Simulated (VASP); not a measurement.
Here is a VASP 6.6.1 calculation.

INCAR

```
SYSTEM = Pd
PREC     = Accurate       ! precision mode
ENCUT    = 520            ! plane-wave cutoff, eV
EDIFF    = 1E-6           ! SCF threshold, eV
ISMEAR   = -1             ! smearing method
SIGMA    = 0.08           ! smearing width, eV
LREAL    = .False.        ! projectors in reciprocal space
LASPH    = .True.         ! aspherical terms in the spheres
NELM     = 100            ! most SCF steps
ALGO     = Normal         ! electronic algorithm
ISIF     = 2              ! what is computed and relaxed
LWAVE    = .False.        ! write WAVECAR
LCHARG   = .True.         ! write CHGCAR
GGA      = PE             ! functional
LELF     = .True.         ! ELF
LVHAR    = .True.       
NBANDS   = 17             ! bands
```

File KPOINTS:

```
regular mesh
0
Gamma
  16 16 16
  0 0 0
```

POSCAR

```
Pd
1.0
   -2.5021542602      2.5021542602      1.3435306907
    2.5021542602     -2.5021542602      1.3435306907
    2.5021542602      2.5021542602     -1.3435306907
Pd
2
Direct
   -0.3750000000     -0.1250000000     -0.2500000000
    0.3750000000      0.1250000000      0.2500000000
```

Potentials or basis: VASP PAW PBE potentials, release 64 (Pd).

The run is started by

```sh
$ cat potpaw_PBE.64/Pd/POTCAR > POTCAR
$ mpirun -np 1 vasp_std > vasp.out
```

**Question.** Predict the pressure.

**Answer.** 0.4 GPa.

**Question.** Predict the band gap on the k mesh.

**Answer.** Zero (band 10 reaches 8.33 eV, above the bottom of band 11 at 7.33 eV).

Stress tensor (GPa, compression positive):
```
0.33 0.00 0.00
0.00 0.33 0.00
0.00 0.00 0.46
```
